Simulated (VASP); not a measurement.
# NaCl (Fm-3m) in VASP: further runs

NaCl is run at these levels: LDA, PBEsol; tasks: electric field gradients.

All numbers are computed with VASP 6.6.1; they aren't measurements. Logs are shortened: lines on timing, memory, paths and dates and some standing lists are left out, and cuts for length are marked.

### 1 The cell of the first run

The structure is cubic, space group Fm-3m (No. 225). Conventional cell: a = 5.587 Å, b = 5.587 Å, c = 5.587 Å, α = 90.00°, β = 90.00°, γ = 90.00°. Within 3.7 Å of Na (site symmetry m-3m) lie 6 Cl at 2.79 Å. Cl (site symmetry m-3m) has 6 Na at 2.79 Å within 3.7 Å.

### 2 Electric field gradients, LDA (21.80 Å³/atom)

The input, INCAR:

```
ALGO = Normal
EDIFF = 1E-8
ENCUT = 400
GGA_COMPAT = False
ISIF = 2
ISMEAR = -1
LASPH = True
LCHARG = False
LEFG = True
LREAL = False
LWAVE = False
NBANDS = 14
NELM = 120
PREC = Accurate
SIGMA = 0.03
```

The input, KPOINTS:

```
k-points
0
Gamma
  8 8 8
```

The input, POSCAR:

```
NaCl
1.0
    0.0000000000      2.7934784166      2.7934784166
    2.7934784166      0.0000000000      2.7934784166
    2.7934784166      2.7934784166      0.0000000000
Na Cl
1 1
Direct
    0.0000000000      0.0000000000      0.0000000000
    0.5000000000      0.5000000000      0.5000000000
```

Potentials or basis: VASP PAW LDA potentials, release 64 (Na_pv, Cl).

Launch:

```sh
$ cat potpaw_LDA.64/Na_pv/POTCAR potpaw_LDA.64/Cl/POTCAR > POTCAR
$ mpirun -np 1 vasp_std > vasp.out
```

OUTCAR:

```text
EDIFF = 1E-8
   ENCUT = 400
   ISIF = 2
   ISMEAR = -1
   LASPH = True
   LREAL = False
   NELM = 120
   PREC = Accurate

 ion  position               nearest neighbor table
   1  0.000  0.000  0.000-
   2  0.500  0.500  0.500-

  LATTYP: Found a face centered cubic cell.
 ALAT       =     5.5869568332

  Lattice vectors:

 A1 = (   0.0000000000,   2.7934784166,   2.7934784166)
 A2 = (   2.7934784166,   0.0000000000,   2.7934784166)
 A3 = (   2.7934784166,   2.7934784166,   0.0000000000)

Analysis of symmetry for initial positions (statically):
=====================================================================
 Subroutine PRICEL returns:
 Original cell was already a primitive cell.

 Routine SETGRP: Setting up the symmetry group for a
 face centered cubic supercell.

 Subroutine GETGRP returns: Found 48 space group operations
 (whereof 48 operations were pure point group operations)
 out of a pool of 48 trial point group operations.

The static configuration has the point symmetry O_h .

Analysis of symmetry for dynamics (positions and initial velocities):
=====================================================================
 Subroutine PRICEL returns:
 Original cell was already a primitive cell.

 Routine SETGRP: Setting up the symmetry group for a
 face centered cubic supercell.

 Subroutine GETGRP returns: Found 48 space group operations
 (whereof 48 operations were pure point group operations)
 out of a pool of 48 trial point group operations.

The dynamic configuration has the point symmetry O_h .

 Subroutine INISYM returns: Found 48 space group operations
 (whereof 48 operations are pure point group operations),
 and found     1 'primitive' translations

----------------------------------------------------------------------------------------

                                     Primitive cell

  volume of cell :      43.5979

  direct lattice vectors                    reciprocal lattice vectors
     0.000000000  2.793478417  2.793478417    -0.178988317  0.178988317  0.178988317
     2.793478417  0.000000000  2.793478417     0.178988317 -0.178988317  0.178988317
     2.793478417  2.793478417  0.000000000     0.178988317  0.178988317 -0.178988317

  length of vectors
     3.950575063  3.950575063  3.950575063     0.310016859  0.310016859  0.310016859

  position of ions in fractional coordinates (direct lattice)
     0.000000000  0.000000000  0.000000000
     0.500000000  0.500000000  0.500000000

  ion indices of the primitive-cell ions
   primitive index   ion index
                 1           1
                 2           2

----------------------------------------------------------------------------------------

 KPOINTS: k-points

Automatic generation of k-mesh.
 Grid dimensions read from file:
 generate k-points for:    8    8    8

 Generating k-lattice:

  Cartesian coordinates                     Fractional coordinates (reciprocal lattice)
    -0.022373540  0.022373540  0.022373540     0.125000000  0.000000000  0.000000000
     0.022373540 -0.022373540  0.022373540     0.000000000  0.125000000  0.000000000
     0.022373540  0.022373540 -0.022373540     0.000000000  0.000000000  0.125000000

  Length of vectors
     0.038752107  0.038752107  0.038752107

  Shift w.r.t. Gamma in fractional coordinates (k-lattice)
     0.000000000  0.000000000  0.000000000

 Subroutine IBZKPT returns following result:
 ===========================================

 Found     29 irreducible k-points:

 Following reciprocal coordinates:
            Coordinates               Weight
  0.000000  0.000000  0.000000      1.000000
  0.125000  0.000000  0.000000      8.000000
  0.250000  0.000000  0.000000      8.000000
  0.375000  0.000000  0.000000      8.000000
  0.500000  0.000000  0.000000      4.000000
  0.125000  0.125000  0.000000      6.000000
[... 16 lines left out ...]
  0.500000  0.250000  0.125000     48.000000
 -0.375000  0.250000  0.125000     24.000000
 [... further k-points ...]
   k-points           NKPTS =     29   k-points in BZ     NKDIM =     29   number of bands    NBANDS=     14
   number of dos      NEDOS =    301   number of ions     NIONS =      2
   total plane-waves  NPLWV =  21952
   dimension x,y,z NGX =    28 NGY =   28 NGZ =   28
   dimension x,y,z NGXF=    56 NGYF=   56 NGZF=   56
   ions per type =               1   1
   NGX,Y,Z   is equivalent  to a cutoff of  11.78, 11.78, 11.78 a.u.
   NGXF,Y,Z  is equivalent  to a cutoff of  23.57, 23.57, 23.57 a.u.
 SYSTEM =  unknown system
   PREC   = accura    normal or accurate (medium, high low for compatibility)
   ISTART =      0    job   : 0-new  1-cont  2-samecut
   ICHARG =      2    charge: 1-file 2-atom 10-const
   ISPIN  =      1    spin polarized calculation?
   LNONCOLLINEAR =      F non collinear calculations
   LSORBIT =      F    spin-orbit coupling
   LASPH  =      T    aspherical Exc in radial PAW
   ENCUT  =  400.0 eV  29.40 Ry    5.42 a.u.   6.44  6.44  6.44*2*pi/ulx,y,z
   NELM   =    120;   NELMIN=  2; NELMDL= -5     # of ELM steps
   EDIFF  = 0.1E-07   stopping-criterion for ELM
   LREAL  =      F    real-space projection
   EDIFFG = 0.1E-06   stopping-criterion for IOM
   NSW    =      0    number of steps for IOM
   IBRION =     -1    ionic relax: 0-MD 1-quasi-New 2-CG
   NFREE  =      0    steps in history (QN), initial steepest desc. (CG)
   ISIF   =      2    stress and relaxation
   ISYM   =      2    0-nonsym 1-usesym 2-fastsym
   POTIM  = 0.5000    time-step for ionic-motion
   TEBEG  =    0.0;   TEEND  =   0.0 temperature during run
   PSTRESS=    0.0 pullay stress
   NELECT =      14.0000    total number of electrons
   NUPDOWN=      -1.0000    fix difference up-down
   EMIN   =  10.00;   EMAX   =-10.00  energy-range for DOS
   EFERMI =   0.00;   METHOD = LEGACY
   ISMEAR =    -1;   SIGMA  =   0.03  broadening in eV -4-tet -1-fermi 0-gaus
   EFERMI_NEDOS =   21; number of points for ismear=-14 and -15
   IALGO  =     38    algorithm
   IMIX   =      4    mixing-type and parameters
     AMIX     =   0.40;   BMIX     =  1.00
     AMIX_MAG =   1.60;   BMIX_MAG =  1.00
  volume/ion in A,a.u.               =      21.80       147.11
  Fermi-wavevector in a.u.,A,eV,Ry     =   1.121060  2.118496 17.099469  1.256776
  Thomas-Fermi vector in A             =   2.257711
   LORBIT       =      0    0 simple, 1 ext, 2 COOP (PROOUT), +10 PAW based schemes
   GGA     = CA    functional components
   LHFCALC =     F    Hartree Fock is set to
   AEXX    =    0.0000 exact exchange contribution
   IVDW    =     0    specifies the selected vdW correction
   LEPSILON=     F    determine dielectric tensor
   LRPA    =     F    only Hartree local field effects (RPA)
 non-spin polarized calculation
  energy-cutoff  :      400.00
  volume of cell :       43.60
 maximum number of plane-waves:       821
 NGX is ok and might be reduce to    28
   NGX = 13   NGY = 13   NGZ = 13

 number of electron      14.0000001 magnetization

 Free energy of the ion-electron system (eV)
  ---------------------------------------------------
  ext. energy  EPLUGINS =         0.00000000
  ---------------------------------------------------
  free energy    TOTEN  =        -7.37200227 eV

  energy without entropy =       -7.37200227  energy(sigma->0) =       -7.37200227

 E-fermi :  -0.1714     XC(G=0):  -8.8441

 val. band max:       -0.7810425914   @ k =   0.0000   0.0000   0.0000
 cond. band min:       4.0246660050   @ k =   0.0000   0.0000   0.0000
 fundamental gap:      4.8057085965
 Fermi energy:        -0.1713536918

 k-point     1 :       0.0000    0.0000    0.0000
  band No.  band energies     occupation
      1     -21.5075      2.00000
      2     -21.5075      2.00000
      3     -21.5075      2.00000
      4     -13.4329      2.00000
      5      -0.7810      2.00000
      6      -0.7810      2.00000
      7      -0.7810      2.00000
      8       4.0247      0.00000
      9      10.0925      0.00000
     10      10.0925      0.00000
     11      10.0925      0.00000
     12      12.3593      0.00000
     13      12.3593      0.00000
     14      13.7767      0.00000

 k-point     2 :       0.1250    0.0000    0.0000
  band No.  band energies     occupation
      1     -21.5126      2.00000
      2     -21.5077      2.00000
      3     -21.5077      2.00000
      4     -13.3792      2.00000
      5      -1.1947      2.00000
      6      -0.8262      2.00000
      7      -0.8262      2.00000
      8       4.5511      0.00000
      9       9.5244      0.00000
     10      10.2931      0.00000
     11      10.2931      0.00000
     12      12.0771      0.00000
     13      12.0771      0.00000
     14      14.7388      0.00000

 k-point     3 :       0.2500    0.0000    0.0000
  band No.  band energies     occupation
      1     -21.5252      2.00000
      2     -21.5086      2.00000
      3     -21.5086      2.00000
      4     -13.2456      2.00000
      5      -1.9943      2.00000
      6      -0.9316      2.00000
      7      -0.9316      2.00000
      8       5.5408      0.00000
      9       8.9753      0.00000
     10      10.3917      0.00000
     11      10.3917      0.00000
     12      12.2885      0.00000
     13      12.2885      0.00000
     14      14.6009      0.00000
[... 324 lines left out ...]
 k-point    23 :       0.5000    0.2500    0.1250
  band No.  band energies     occupation
      1     -21.5331      2.00000
      2     -21.5165      2.00000
      3     -21.5116      2.00000
      4     -13.0544      2.00000
      5      -2.4690      2.00000
      6      -1.5380      2.00000
      7      -1.1767      2.00000
      8       7.1308      0.00000
      9       8.5579      0.00000
     10       8.9082      0.00000
     11      10.9361      0.00000
     12      12.7874      0.00000
     13      15.1430      0.00000
     14      15.7806      0.00000

 k-point    24 :      -0.3750    0.2500    0.1250
  band No.  band energies     occupation
      1     -21.5358      2.00000
      2     -21.5173      2.00000
      3     -21.5127      2.00000
      4     -13.0103      2.00000
      5      -2.5955      2.00000
      6      -1.6241      2.00000
      7      -1.2348      2.00000
      8       7.2609      0.00000
      9       8.5462      0.00000
     10       9.2619      0.00000
     11      10.7461      0.00000
     12      13.4049      0.00000
     13      14.7020      0.00000
     14      15.9024      0.00000

 [... further k-points ...]

------------------------ aborting loop because EDIFF is reached ----------------------------------------

  FORCE on cell =-STRESS in cart. coord.  units (eV):
  Direction    XX          YY          ZZ          XY          YZ          ZX
  --------------------------------------------------------------------------------------
  -------------------------------------------------------------------------------------
  Total       -0.5459661     -0.5459661     -0.5459661      0.0000000     -0.0000000      0.0000000
  in kB      -20.0636674    -20.0636674    -20.0636674      0.0000000     -0.0000000      0.0000000
  external PRESSURE =     -20.0636674 kB  Pullay stress =       0.0000000 kB

 VOLUME and BASIS-vectors are now :
 -----------------------------------------------------------------------------
  energy-cutoff  :      400.00
  volume of cell :       43.60
      direct lattice vectors                 reciprocal lattice vectors
     0.000000000  2.793478417  2.793478417    -0.178988317  0.178988317  0.178988317
     2.793478417  0.000000000  2.793478417     0.178988317 -0.178988317  0.178988317
     2.793478417  2.793478417  0.000000000     0.178988317  0.178988317 -0.178988317

 POSITION                                       TOTAL-FORCE (eV/Angst)
 -----------------------------------------------------------------------------------
      0.00000      0.00000      0.00000         0.000000      0.000000     -0.000000
      2.79348      2.79348      2.79348        -0.000000     -0.000000      0.000000
 -----------------------------------------------------------------------------------
    total drift:                                0.000000      0.000000      0.000000

  FREE ENERGIE OF THE ION-ELECTRON SYSTEM (eV)
  ---------------------------------------------------
  free  energy   TOTEN  =        -7.3720022667 eV

  energy  without entropy=       -7.3720022667  energy(sigma->0) =       -7.37200227

 Electric field gradients (V/A^2)
---------------------------------------------------------------------
 ion       V_xx      V_yy      V_zz      V_xy      V_xz      V_yz
---------------------------------------------------------------------
   1       0.000     0.000     0.000    -0.001    -0.001    -0.001
   2       0.000    -0.000     0.000    -0.001    -0.001    -0.001
---------------------------------------------------------------------

 Electric field gradients after diagonalization (V/A^2)
 (convention: |V_zz| > |V_xx| > |V_yy|)
----------------------------------------------------------------------
 ion       V_xx      V_yy      V_zz     asymmetry (V_yy - V_xx)/ V_zz
----------------------------------------------------------------------
   1       0.001     0.001    -0.003       0.000
   2       0.001     0.001    -0.002       0.000
----------------------------------------------------------------------

           NMR quadrupolar parameters

 Cq : quadrupolar parameter    Cq=e*Q*V_zz/h
 eta: asymmetry parameters     (V_yy - V_xx)/ V_zz
 Q  : nuclear electric quadrupole moment in mb (millibarn)
----------------------------------------------------------------------
 ion       Cq(MHz)       eta       Q (mb)
----------------------------------------------------------------------
   1      -0.000       0.000       1.000
   2      -0.000       0.000       1.000
----------------------------------------------------------------------
```

Run time: 12 s. Hardware: 1 thread of Intel Xeon Platinum 8259CL at 2.50GHz (Skylake/Cascade Lake), shared host; peak memory 0.13 GiB.

Results:

```
Free energy                             : -7.3720 eV
Pressure                                : -2.0 GPa
Band gap on the k mesh                  : 4.81 eV
Largest electric field gradient by atom : zero within the noise of the run
```

Levels at points of the mesh, in eV from the valence-band top:
```csv
k point,band 5,band 6,band 7,band 8,band 9,band 10
"(0.00, 0.00, 0.00)",0.00,0.00,0.00,4.81,10.87,10.87
"(0.50, 0.00, 0.00)",-2.11,-0.29,-0.29,6.94,10.49,10.74
"(0.50, 0.50, 0.00)",-1.82,-0.65,-0.65,7.25,7.71,11.13
```

[end of part 1 of 2]
